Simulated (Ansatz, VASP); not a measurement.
**CuO: VASP beside Ansatz**

```
Cu O
1.0
     0.00000    2.26180    2.26180
     2.26180    0.00000    2.26180
     2.26180    2.26180    0.00000
Cu O
1 1
Cartesian
  0.0000 0.0000 0.0000
  1.1309 1.1309 1.1309
```

Alike in both runs: task single point; functional PBE; k mesh 12 × 12 × 12; occupations fermi-dirac, width 0.05 eV; no spin polarisation.

|  | VASP | Ansatz |
| --- | --- | --- |
| version | VASP 6.6.1 | Ansatz 0.2.0 |
| potentials or method | VASP PAW PBE potentials, release 64 (Cu, O), cutoff 520 eV | all-electron LAPW, scalar-relativistic |

|  | VASP | Ansatz | Ansatz less VASP |
| --- | --- | --- | --- |
| pressure (GPa) | 0.6 | 0.0 | -0.55 |

Ansatz ran all-electron here, and VASP with PAW potentials.
